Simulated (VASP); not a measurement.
# In3As (Pm-3m) in VASP: further runs, part 3 of 3

VASP 6.6.1.

## (6) Single point, r2SCAN

This run uses another cell than the first one, of 28.55 Å³/atom.

POSCAR

```
In3As
1.0
    4.8515352076      0.0000000000      0.0000000000
    0.0000000000      4.8515352076      0.0000000000
    0.0000000000      0.0000000000      4.8515352076
In As
3 1
Direct
    0.0000000000      0.5000000000      0.5000000000
    0.5000000000      0.0000000000      0.5000000000
    0.5000000000      0.5000000000      0.0000000000
    0.0000000000      0.0000000000      0.0000000000
```

INCAR.step1

```
SYSTEM = In3As
PREC     = Accurate       ! precision mode
ENCUT    = 520            ! plane-wave cutoff, eV
ISMEAR   = -1             ! smearing method
SIGMA    = 0.1            ! smearing width, eV
LREAL    = .False.        ! projectors in reciprocal space
LASPH    = .True.         ! aspherical terms in the spheres
NELM     = 80             ! most SCF steps
NBANDS   = 30             ! bands
GGA      = PE             ! functional
ALGO     = Normal         ! electronic algorithm
EDIFF    = 1E-4           ! SCF threshold, eV
LWAVE    = .True.         ! write WAVECAR
LCHARG   = .False.        ! write CHGCAR
```

INCAR.step2

```
SYSTEM = In3As
PREC     = Accurate       ! precision mode
ENCUT    = 520            ! plane-wave cutoff, eV
EDIFF    = 1E-6           ! SCF threshold, eV
ISMEAR   = -1             ! smearing method
SIGMA    = 0.1            ! smearing width, eV
LREAL    = .False.        ! projectors in reciprocal space
LASPH    = .True.         ! aspherical terms in the spheres
NELM     = 80             ! most SCF steps
ALGO     = Normal         ! electronic algorithm
ISIF     = 2              ! what is computed and relaxed
LWAVE    = .False.        ! write WAVECAR
LCHARG   = .False.        ! write CHGCAR
METAGGA  = R2SCAN         ! meta-GGA
LMIXTAU  = .True.       
NBANDS   = 30             ! bands
ISTART   = 1
```

KPOINTS

```
regular mesh
0
Gamma
  4 4 4
  0 0 0
```

Potentials or basis: VASP PAW PBE potentials, release 64 (In_d, As).

Launch:

```
cat potpaw_PBE.64/In_d/POTCAR potpaw_PBE.64/As/POTCAR > POTCAR
cp INCAR.step1 INCAR
mpirun -np 1 vasp_std > vasp.out
cp INCAR.step2 INCAR
mpirun -np 1 vasp_std > vasp.out
```

OUTCAR:

```text
SYSTEM = In3As
   PREC = Accurate
   ENCUT = 520
   EDIFF = 1E-6
   ISMEAR = -1
   LREAL = .False.
   LASPH = .True.
   NELM = 80
   ISIF = 2
   METAGGA = R2SCAN
   ISTART = 1

 ion  position               nearest neighbor table
   1  0.000  0.500  0.500-   2 3.43   3 3.43   4 3.43   3 3.43   4 3.43   2 3.43   4 3.43   4 3.43
                             2 3.43   3 3.43   3 3.43   2 3.43
   2  0.500  0.000  0.500-   1 3.43   3 3.43   4 3.43   3 3.43   4 3.43   1 3.43   3 3.43   3 3.43
                             1 3.43   4 3.43   4 3.43   1 3.43
   3  0.500  0.500  0.000-   1 3.43   2 3.43   4 3.43   1 3.43   2 3.43   2 3.43   4 3.43   2 3.43
                             1 3.43   4 3.43   1 3.43   4 3.43
   4  0.000  0.000  0.000-   1 3.43   2 3.43   3 3.43   1 3.43   2 3.43   1 3.43   3 3.43   1 3.43
                             2 3.43   3 3.43   2 3.43   3 3.43

  LATTYP: Found a simple cubic cell.
 ALAT       =     4.8515352076

  Lattice vectors:

 A1 = (   4.8515352076,   0.0000000000,   0.0000000000)
 A2 = (   0.0000000000,   4.8515352076,   0.0000000000)
 A3 = (   0.0000000000,   0.0000000000,   4.8515352076)

Analysis of symmetry for initial positions (statically):
=====================================================================
 Subroutine PRICEL returns:
 Original cell was already a primitive cell.

 Routine SETGRP: Setting up the symmetry group for a
 simple cubic supercell.

 Subroutine GETGRP returns: Found 48 space group operations
 (whereof 48 operations were pure point group operations)
 out of a pool of 48 trial point group operations.

The static configuration has the point symmetry O_h .

Analysis of symmetry for dynamics (positions and initial velocities):
=====================================================================
 Subroutine PRICEL returns:
 Original cell was already a primitive cell.

 Routine SETGRP: Setting up the symmetry group for a
 simple cubic supercell.

 Subroutine GETGRP returns: Found 48 space group operations
 (whereof 48 operations were pure point group operations)
 out of a pool of 48 trial point group operations.

The dynamic configuration has the point symmetry O_h .

 Subroutine INISYM returns: Found 48 space group operations
 (whereof 48 operations are pure point group operations),
 and found     1 'primitive' translations

----------------------------------------------------------------------------------------

                                     Primitive cell

  volume of cell :     114.1925

  direct lattice vectors                    reciprocal lattice vectors
     4.851535208  0.000000000  0.000000000     0.206120322  0.000000000  0.000000000
     0.000000000  4.851535208  0.000000000     0.000000000  0.206120322  0.000000000
     0.000000000  0.000000000  4.851535208     0.000000000  0.000000000  0.206120322

  length of vectors
     4.851535208  4.851535208  4.851535208     0.206120322  0.206120322  0.206120322

  position of ions in fractional coordinates (direct lattice)
     0.000000000  0.500000000  0.500000000
     0.500000000  0.000000000  0.500000000
     0.500000000  0.500000000  0.000000000
     0.000000000  0.000000000  0.000000000

[... 28 lines left out ...]
 Subroutine IBZKPT returns following result:
 ===========================================

 Found     10 irreducible k-points:

 Following reciprocal coordinates:
            Coordinates               Weight
  0.000000  0.000000  0.000000      1.000000
  0.250000  0.000000  0.000000      6.000000
  0.500000  0.000000  0.000000      3.000000
  0.250000  0.250000  0.000000     12.000000
  0.500000  0.250000  0.000000     12.000000
  0.500000  0.500000  0.000000      3.000000
  0.250000  0.250000  0.250000      8.000000
  0.500000  0.250000  0.250000     12.000000
  0.500000  0.500000  0.250000      6.000000
  0.500000  0.500000  0.500000      1.000000
   k-points           NKPTS =     10   k-points in BZ     NKDIM =     10   number of bands    NBANDS=     30
   number of dos      NEDOS =    301   number of ions     NIONS =      4
   total plane-waves  NPLWV =  46656
   dimension x,y,z NGX =    36 NGY =   36 NGZ =   36
   dimension x,y,z NGXF=    72 NGYF=   72 NGZF=   72
   ions per type =               3   1
   NGX,Y,Z   is equivalent  to a cutoff of  12.34, 12.34, 12.34 a.u.
   NGXF,Y,Z  is equivalent  to a cutoff of  24.67, 24.67, 24.67 a.u.
 SYSTEM =  In3As
   PREC   = accura    normal or accurate (medium, high low for compatibility)
   ISTART =      1    job   : 0-new  1-cont  2-samecut
   ICHARG =      0    charge: 1-file 2-atom 10-const
   ISPIN  =      1    spin polarized calculation?
   LNONCOLLINEAR =      F non collinear calculations
   LSORBIT =      F    spin-orbit coupling
   LASPH  =      T    aspherical Exc in radial PAW
   ENCUT  =  520.0 eV  38.22 Ry    6.18 a.u.   9.02  9.02  9.02*2*pi/ulx,y,z
   NELM   =     80;   NELMIN=  2; NELMDL=  0     # of ELM steps
   EDIFF  = 0.1E-05   stopping-criterion for ELM
   LREAL  =      F    real-space projection
   EDIFFG = 0.1E-04   stopping-criterion for IOM
   NSW    =      0    number of steps for IOM
   IBRION =     -1    ionic relax: 0-MD 1-quasi-New 2-CG
   NFREE  =      0    steps in history (QN), initial steepest desc. (CG)
   ISIF   =      2    stress and relaxation
   ISYM   =      2    0-nonsym 1-usesym 2-fastsym
   POTIM  = 0.5000    time-step for ionic-motion
   TEBEG  =    0.0;   TEEND  =   0.0 temperature during run
   PSTRESS=    0.0 pullay stress
   NELECT =      44.0000    total number of electrons
   NUPDOWN=      -1.0000    fix difference up-down
   EMIN   =  10.00;   EMAX   =-10.00  energy-range for DOS
   EFERMI =   0.00;   METHOD = LEGACY
   ISMEAR =    -1;   SIGMA  =   0.10  broadening in eV -4-tet -1-fermi 0-gaus
   EFERMI_NEDOS =   21; number of points for ismear=-14 and -15
   IALGO  =     38    algorithm
   IMIX   =      4    mixing-type and parameters
     AMIX     =   0.40;   BMIX     =  1.00
     AMIX_MAG =   1.60;   BMIX_MAG =  1.00
  volume/ion in A,a.u.               =      28.55       192.65
  Fermi-wavevector in a.u.,A,eV,Ry     =   1.191278  2.251189 19.308624  1.419144
  Thomas-Fermi vector in A             =   2.327344
   LORBIT       =      0    0 simple, 1 ext, 2 COOP (PROOUT), +10 PAW based schemes
   METAGGA = R2SCAN    functional components
   LHFCALC =     F    Hartree Fock is set to
   AEXX    =    0.0000 exact exchange contribution
   IVDW    =     0    specifies the selected vdW correction
   LEPSILON=     F    determine dielectric tensor
   LRPA    =     F    only Hartree local field effects (RPA)
 non-spin polarized calculation
  energy-cutoff  :      520.00
  volume of cell :      114.19
 maximum number of plane-waves:      3112
   NGX = 19   NGY = 19   NGZ = 19

 number of electron      43.9999982 magnetization

 Free energy of the ion-electron system (eV)
  ---------------------------------------------------
  ext. energy  EPLUGINS =         0.00000000
  ---------------------------------------------------
  free energy    TOTEN  =       -81.75215614 eV

  energy without entropy =      -81.65963100  energy(sigma->0) =      -81.70589357

 E-fermi :   5.5363     XC(G=0): -10.2509

 val. band max:        5.5068302789   @ k =   0.5000   0.0000   0.0000
 cond. band min:       5.5373192167   @ k =   0.2500   0.0000   0.0000
 fundamental gap:      0.0304889377
 Fermi energy:         5.5363269752

 k-point     1 :       0.0000    0.0000    0.0000
  band No.  band energies     occupation
      1      -9.7996      2.00000
      2      -9.7996      2.00000
      3      -9.7996      2.00000
      4      -9.7991      2.00000
      5      -9.6540      2.00000
      6      -9.6540      2.00000
[... 319 lines left out ...]
     29      14.1039      0.00000
     30      14.1039      0.00000

------------------------ aborting loop because EDIFF is reached ----------------------------------------

  FORCE on cell =-STRESS in cart. coord.  units (eV):
  Direction    XX          YY          ZZ          XY          YZ          ZX
  --------------------------------------------------------------------------------------
  -------------------------------------------------------------------------------------
  Total       -3.3847886     -3.3847886     -3.3847886      0.0000000      0.0000000     -0.0000000
  in kB      -47.4902619    -47.4902619    -47.4902619      0.0000000      0.0000000     -0.0000000
  external PRESSURE =     -47.4902619 kB  Pullay stress =       0.0000000 kB

 VOLUME and BASIS-vectors are now :
 -----------------------------------------------------------------------------
  energy-cutoff  :      520.00
  volume of cell :      114.19
      direct lattice vectors                 reciprocal lattice vectors
     4.851535208  0.000000000  0.000000000     0.206120322  0.000000000  0.000000000
     0.000000000  4.851535208  0.000000000     0.000000000  0.206120322  0.000000000
     0.000000000  0.000000000  4.851535208     0.000000000  0.000000000  0.206120322

 POSITION                                       TOTAL-FORCE (eV/Angst)
 -----------------------------------------------------------------------------------
      0.00000      2.42577      2.42577         0.000000      0.000000      0.000000
      2.42577      0.00000      2.42577         0.000000      0.000000      0.000000
      2.42577      2.42577      0.00000         0.000000      0.000000      0.000000
      0.00000      0.00000      0.00000         0.000000      0.000000      0.000000
 -----------------------------------------------------------------------------------
    total drift:                                0.000000      0.000000      0.000000

  FREE ENERGIE OF THE ION-ELECTRON SYSTEM (eV)
  ---------------------------------------------------
  free  energy   TOTEN  =       -81.7521561372 eV

  energy  without entropy=      -81.6596309989  energy(sigma->0) =      -81.70589357
```

Wall time 2.1 min (1 thread of Intel Xeon 8259CL, shared host); peak memory 0.22 GiB.

What came out:

```yaml
Free_energy: -81.7522 eV
Pressure: -4.7 GPa
Band_gap_on_the_k_mesh: zero (bands 22 and 23 overlap by 3.39 eV)
```

Levels at points of the mesh, in eV from the Fermi level:
```tsv
k point	band 19	band 20	band 21	band 22	band 23	band 24	band 25	band 26
(0.00, 0.00, 0.00)	-2.74	-2.74	-2.19	-2.19	1.87	1.87	1.87	4.40
(0.50, 0.00, 0.00)	-1.67	-1.59	-1.59	-0.10	-0.03	-0.03	1.69	4.20
(0.50, 0.50, 0.00)	-5.79	-0.86	-0.30	0.14	0.14	1.46	1.92	1.95
(0.50, 0.50, 0.50)	-4.40	-3.68	-3.68	-3.68	-3.26	4.32	4.32	4.32
```

Caveat: the cell stands under tension; the PAW data sets were made with another functional, which shifts forces and pressure a little; spin-orbit coupling is left out, which moves the levels of the heavy elements.

## (7) Overview

```csv
cell,gap on the mesh (eV),pressure (GPa)
"a = 4.609 Å, 4 atoms",none,0.3
"a = 4.672 Å, 4 atoms",none,-1.5
"a = 4.733 Å, 4 atoms",none,-2.9
"a = 4.793 Å, 4 atoms",none,-4.0
"a = 4.852 Å, 4 atoms",none,-4.7
```

Alike in all rows: task single point; level r2SCAN; potentials or basis VASP PAW PBE potentials, release 64 (In_d, As); no spin polarisation; k mesh 4 × 4 × 4; cutoff (eV) 520; smearing fermi-dirac 0.1 eV.

Caveats: the PAW data sets were made with another functional, which shifts forces and pressure a little; spin-orbit coupling is left out, which moves the levels of the heavy elements; the cell stands under tension (at least some runs).

Total energies depend on the potentials used, so only differences within one code and one set of settings carry meaning.
